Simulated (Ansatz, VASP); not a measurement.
## HgTe: VASP beside Ansatz

```xyz
2
Lattice="0.0000 3.2659 3.2659 3.2659 0.0000 3.2659 3.2659 3.2659 0.0000" Properties=species:S:1:pos:R:3 pbc="T T T"
Hg    0.0000    0.0000    0.0000
Te    4.8989    4.8989    4.8989
```

Change from the starting cell: volume scaled by 1.04.

Alike in both runs: task single point; functional PBE; k mesh 11 × 11 × 11; occupations fermi-dirac, width 0.03 eV; no spin polarisation.

```csv
,VASP,Ansatz
version,VASP 6.6.1,Ansatz 0.2.0
potentials or method,"VASP PAW PBE potentials, release 64 (Hg, Te), cutoff 520 eV","all-electron LAPW, scalar-relativistic"
```

```csv
,VASP,Ansatz,Ansatz less VASP
pressure (GPa),2.2,2.1,-0.06
```

Ansatz ran all-electron here, and VASP with PAW potentials.

Neither program's run includes spin-orbit coupling.
